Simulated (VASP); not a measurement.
# K (Im-3m) in VASP: a series of runs, part 2 of 2

VASP 6.6.1. Earlier steps stand in the parts before.

### Step 3. Relaxation of cell and atoms, PBE

This run uses another cell than the first one, of 71.32 Å³/atom.

The input, INCAR:

```
SYSTEM = K
ALGO = Normal
EDIFF = 1E-7
EDIFFG = -0.03
ENCUT = 500
GGA = PE
GGA_COMPAT = .False.
IBRION = 2
ISIF = 3
ISMEAR = -1
LASPH = .True.
LCHARG = .False.
LREAL = .False.
LWAVE = .False.
NELM = 120
NELMIN = 4
NSW = 80
PREC = Accurate
SIGMA = 0.05
```

The input, KPOINTS:

```
k-points
0
Gamma
  6 6 6
  0 0 0
```

The input, POSCAR:

```
K
1.0
   -2.6125000000      2.6125000000      2.6125000000
    2.6125000000     -2.6125000000      2.6125000000
    2.6125000000      2.6125000000     -2.6125000000
K
1
Direct
    0.0000000000      0.0000000000      0.0000000000
```

Potentials or basis: VASP PAW PBE potentials, release 64 (K_sv).

Run with:

```console
$ cat potpaw_PBE.64/K_sv/POTCAR > POTCAR
$ mpirun -np 1 vasp_std > vasp.out
```

OUTCAR:

```text
SYSTEM = K
   EDIFF = 1E-7
   EDIFFG = -0.03
   ENCUT = 500
   GGA = PE
   IBRION = 2
   ISIF = 3
   ISMEAR = -1
   LASPH = .True.
   LREAL = .False.
   NELM = 120
   NELMIN = 4
   NSW = 80
   PREC = Accurate

 ion  position               nearest neighbor table
   1  0.000  0.000  0.000-

  LATTYP: Found a body centered cubic cell.
 ALAT       =     5.2250000000

  Lattice vectors:

 A1 = (  -2.6125000000,   2.6125000000,   2.6125000000)
 A2 = (   2.6125000000,  -2.6125000000,   2.6125000000)
 A3 = (   2.6125000000,   2.6125000000,  -2.6125000000)

Analysis of symmetry for initial positions (statically):
=====================================================================
 Subroutine PRICEL returns:
 Original cell was already a primitive cell.

 Routine SETGRP: Setting up the symmetry group for a
 body centered cubic supercell.

 Subroutine GETGRP returns: Found 48 space group operations
 (whereof 48 operations were pure point group operations)
 out of a pool of 48 trial point group operations.

The static configuration has the point symmetry O_h .

Analysis of symmetry for dynamics (positions and initial velocities):
=====================================================================
 Subroutine PRICEL returns:
 Original cell was already a primitive cell.

 Routine SETGRP: Setting up the symmetry group for a
 body centered cubic supercell.

 Subroutine GETGRP returns: Found 48 space group operations
 (whereof 48 operations were pure point group operations)
 out of a pool of 48 trial point group operations.

The dynamic configuration has the point symmetry O_h .

 Subroutine INISYM returns: Found 48 space group operations
 (whereof 48 operations are pure point group operations),
 and found     1 'primitive' translations

----------------------------------------------------------------------------------------

                                     Primitive cell

  volume of cell :      71.3229

  direct lattice vectors                    reciprocal lattice vectors
    -2.612500000  2.612500000  2.612500000     0.000000000  0.191387560  0.191387560
     2.612500000 -2.612500000  2.612500000     0.191387560  0.000000000  0.191387560
     2.612500000  2.612500000 -2.612500000     0.191387560  0.191387560  0.000000000

  length of vectors
     4.524982735  4.524982735  4.524982735     0.270662883  0.270662883  0.270662883

  position of ions in fractional coordinates (direct lattice)
     0.000000000  0.000000000  0.000000000

  ion indices of the primitive-cell ions
   primitive index   ion index
                 1           1

----------------------------------------------------------------------------------------

 KPOINTS: k-points

Automatic generation of k-mesh.
 Grid dimensions read from file:
 generate k-points for:    6    6    6

 Generating k-lattice:

  Cartesian coordinates                     Fractional coordinates (reciprocal lattice)
     0.000000000  0.031897927  0.031897927     0.166666667  0.000000000  0.000000000
     0.031897927  0.000000000  0.031897927     0.000000000  0.166666667  0.000000000
     0.031897927  0.031897927  0.000000000     0.000000000  0.000000000  0.166666667

  Length of vectors
     0.045110480  0.045110480  0.045110480

  Shift w.r.t. Gamma in fractional coordinates (k-lattice)
     0.000000000  0.000000000  0.000000000

 Subroutine IBZKPT returns following result:
 ===========================================

 Found     16 irreducible k-points:

 Following reciprocal coordinates:
            Coordinates               Weight
  0.000000  0.000000  0.000000      1.000000
  0.166667  0.000000  0.000000     12.000000
  0.333333  0.000000  0.000000     12.000000
  0.500000  0.000000  0.000000      6.000000
  0.166667  0.166667  0.000000     24.000000
  0.333333  0.166667  0.000000     48.000000
[... 8 lines left out ...]
  0.500000  0.500000  0.333333     12.000000
  0.500000  0.500000  0.500000      1.000000
   k-points           NKPTS =     16   k-points in BZ     NKDIM =     16   number of bands    NBANDS=      8
   number of dos      NEDOS =    301   number of ions     NIONS =      1
   total plane-waves  NPLWV =  46656
   dimension x,y,z NGX =    36 NGY =   36 NGZ =   36
   dimension x,y,z NGXF=    72 NGYF=   72 NGZF=   72
   ions per type =               1
   NGX,Y,Z   is equivalent  to a cutoff of  13.23, 13.23, 13.23 a.u.
   NGXF,Y,Z  is equivalent  to a cutoff of  26.45, 26.45, 26.45 a.u.
 SYSTEM =  K
   PREC   = accura    normal or accurate (medium, high low for compatibility)
   ISTART =      0    job   : 0-new  1-cont  2-samecut
   ICHARG =      2    charge: 1-file 2-atom 10-const
   ISPIN  =      1    spin polarized calculation?
   LNONCOLLINEAR =      F non collinear calculations
   LSORBIT =      F    spin-orbit coupling
   LASPH  =      T    aspherical Exc in radial PAW
   ENCUT  =  500.0 eV  36.75 Ry    6.06 a.u.   8.25  8.25  8.25*2*pi/ulx,y,z
   NELM   =    120;   NELMIN=  4; NELMDL= -5     # of ELM steps
   EDIFF  = 0.1E-06   stopping-criterion for ELM
   LREAL  =      F    real-space projection
   EDIFFG = -.3E-01   stopping-criterion for IOM
   NSW    =     80    number of steps for IOM
   IBRION =      2    ionic relax: 0-MD 1-quasi-New 2-CG
   NFREE  =      1    steps in history (QN), initial steepest desc. (CG)
   ISIF   =      3    stress and relaxation
   ISYM   =      2    0-nonsym 1-usesym 2-fastsym
   POTIM  = 0.5000    time-step for ionic-motion
   TEBEG  =    0.0;   TEEND  =   0.0 temperature during run
   PSTRESS=    0.0 pullay stress
   NELECT =       9.0000    total number of electrons
   NUPDOWN=      -1.0000    fix difference up-down
   EMIN   =  10.00;   EMAX   =-10.00  energy-range for DOS
   EFERMI =   0.00;   METHOD = LEGACY
   ISMEAR =    -1;   SIGMA  =   0.05  broadening in eV -4-tet -1-fermi 0-gaus
   EFERMI_NEDOS =   21; number of points for ismear=-14 and -15
   IALGO  =     38    algorithm
   IMIX   =      4    mixing-type and parameters
     AMIX     =   0.40;   BMIX     =  1.00
     AMIX_MAG =   1.60;   BMIX_MAG =  1.00
  volume/ion in A,a.u.               =      71.32       481.31
  Fermi-wavevector in a.u.,A,eV,Ry     =   0.821131  1.551714  9.173822  0.674257
  Thomas-Fermi vector in A             =   1.932236
   LORBIT       =      0    0 simple, 1 ext, 2 COOP (PROOUT), +10 PAW based schemes
   GGA     = PE    functional components
   LHFCALC =     F    Hartree Fock is set to
   AEXX    =    0.0000 exact exchange contribution
   IVDW    =     0    specifies the selected vdW correction
   LEPSILON=     F    determine dielectric tensor
   LRPA    =     F    only Hartree local field effects (RPA)
 conjugate gradient relaxation of ions
 non-spin polarized calculation
  energy-cutoff  :      500.00
  volume of cell :       71.32
 maximum number of plane-waves:      1865
 NGX is ok and might be reduce to    36
   NGX = 17   NGY = 17   NGZ = 17

--------------------------------------- Ionic step        1  -------------------------------------------

 number of electron       9.0000000 magnetization

 Free energy of the ion-electron system (eV)
  ---------------------------------------------------
  ext. energy  EPLUGINS =         0.00000000
  ---------------------------------------------------
  free energy    TOTEN  =        -1.03433681 eV

  energy without entropy =       -1.01891227  energy(sigma->0) =       -1.02662454

------------------------ aborting loop because EDIFF is reached ----------------------------------------

  FORCE on cell =-STRESS in cart. coord.  units (eV):
  Direction    XX          YY          ZZ          XY          YZ          ZX
  --------------------------------------------------------------------------------------
  -------------------------------------------------------------------------------------
  Total        0.0649168      0.0649168      0.0649168     -0.0000000     -0.0000000      0.0000000
  in kB        1.4582730      1.4582730      1.4582730     -0.0000000     -0.0000000      0.0000000
  external PRESSURE =       1.4582730 kB  Pullay stress =       0.0000000 kB
[... 55 lines left out ...]
  energy  without entropy=       -1.0194441469  energy(sigma->0) =       -1.02715773

--------------------------------------- Ionic step        3  -------------------------------------------

 number of electron       9.0000002 magnetization

 Free energy of the ion-electron system (eV)
  ---------------------------------------------------
  ext. energy  EPLUGINS =         0.00000000
  ---------------------------------------------------
  free energy    TOTEN  =        -1.03557414 eV

  energy without entropy =       -1.02013851  energy(sigma->0) =       -1.02785633

 E-fermi :  -0.1135     XC(G=0):  -5.6351

 val. band max:       -0.3776288518   @ k =   0.1667   0.1667   0.1667
 cond. band min:      -0.1010338915   @ k =   0.3333   0.1667   0.0000
 fundamental gap:      0.2765949603
 Fermi energy:        -0.1135440956

 k-point     1 :       0.0000    0.0000    0.0000
  band No.  band energies     occupation
      1     -32.2692      2.00000
      2     -15.7190      2.00000
      3     -15.7190      2.00000
      4     -15.7190      2.00000
      5      -2.2811      2.00000
      6       4.1536      0.00000
      7       4.1536      0.00000
      8       4.1536      0.00000
[... 191 lines left out ...]
  FREE ENERGIE OF THE ION-ELECTRON SYSTEM (eV)
  ---------------------------------------------------
  free  energy   TOTEN  =        -1.0355741432 eV

  energy  without entropy=       -1.0201385069  energy(sigma->0) =       -1.02785633

 reached required accuracy - stopping structural energy minimisation
```

CONTCAR:

```text
K
   1.00000000000000
    -2.6452268819010349    2.6452268819010349    2.6452268819010349
     2.6452268819010349   -2.6452268819010349    2.6452268819010349
     2.6452268819010349    2.6452268819010349   -2.6452268819010349
  K
     1
Direct
     0.0000000000000000    0.0000000000000000    0.0000000000000000

  0.00000000E+00  0.00000000E+00  0.00000000E+00
```

Wall time 13 s (1 thread of Intel Xeon 6975P-C (Granite Rapids), shared host); peak memory 0.2 GiB.

What came out:

```yaml
Free_energy: -1.0356 eV
Relaxed_volume: 74.04 Å³/atom
Relaxed_cell: a = 4.582 Å, b = 4.582 Å, c = 4.582 Å, α = 109.47°, β = 109.47°, γ = 109.47°
Space_group_after_relaxing_to_0.1_Å: Im-3m (No. 229)
Energy_gained_by_relaxing: 1.2 meV/atom
Ionic_steps: 3
Pressure_after_relaxing: 0.0 GPa
Band_gap_on_the_k_mesh: zero (an odd number of electrons rules out a gap without spin polarisation)
```

The path:
```csv
step,energy change (eV),largest force (eV/Å),pressure (GPa),volume (Å³)
1,0.0000,0.0000,0.15,71.32
2,-0.0005,0.0000,0.11,72.00
3,-0.0012,0.0000,0.00,74.04
```

Final structure:
```yaml
crystal:
  lattice:
    - [-2.64523, 2.64523, 2.64523]
    - [2.64523, -2.64523, 2.64523]
    - [2.64523, 2.64523, -2.64523]
  atoms:
    - { symbol: K, position: [0.00000, 0.00000, 0.00000] }
```

Levels at points of the mesh, in eV from the Fermi level:
| k point | band 1 | band 2 | band 3 | band 4 | band 5 | band 6 | band 7 | band 8 |
| --- | --- | --- | --- | --- | --- | --- | --- | --- |
| (0.00, 0.00, 0.00) | -32.16 | -15.61 | -15.61 | -15.61 | -2.17 | 4.27 | 4.27 | 4.27 |
| (0.50, 0.00, 0.00) | -32.15 | -15.67 | -15.63 | -15.61 | 0.43 | 0.66 | 3.14 | 4.83 |
| (0.50, 0.50, 0.50) | -32.15 | -15.65 | -15.65 | -15.65 | 1.66 | 1.66 | 3.44 | 3.44 |

PBE usually gives volumes a little too large and moduli too small. Zero-point motion and thermal expansion aren't in these numbers.
